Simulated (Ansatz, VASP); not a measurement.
**Two plane-wave programs on O**

```
O
1.0
     1.42335    0.82177    3.40830
    -1.42335    0.82177    3.40830
     0.00000   -1.64354    3.40830
O
2
Direct
  0.05770 0.05770 0.05770
  0.94230 0.94230 0.94230
```

Alike in both runs: task single point; functional PBE; dispersion D3(BJ); k mesh 9 × 9 × 9; occupations gaussian, width 0.1 eV; no spin polarisation.

|  | VASP | Ansatz |
| --- | --- | --- |
| version | VASP 6.6.1 | Ansatz 0.2.0 |
| potentials or method | VASP PAW PBE potentials, release 64 (O), cutoff 600 eV | scalar-relativistic, plane waves, PAW |
| valence electrons in the cell | 12 | 12 |

Ansatz gave:

| Quantity | Value |
| --- | --- |
| gap on the k mesh at the Fermi level (eV) | none |
| pressure (GPa) | 4.4 |
| traceless stress, the component that is largest in VASP (GPa) | 22.13 |
| rms of the force components (eV/Å) | 1.504 |

Question: Which values does VASP return?

Answer: gap on the k mesh at the Fermi level (eV): none; pressure (GPa): 8.3; traceless stress, the component that is largest in VASP (GPa): 30.73; rms of the force components (eV/Å): 2.467.

Atom by atom the forces differ by 0.963 eV/Å (rms over components). A gap of «none» marks a metal or a gap that the smearing closes.

Noted on VASP's run: the standard files for N, O and F lose accuracy on very short bonds; spin is off for a triplet molecule.
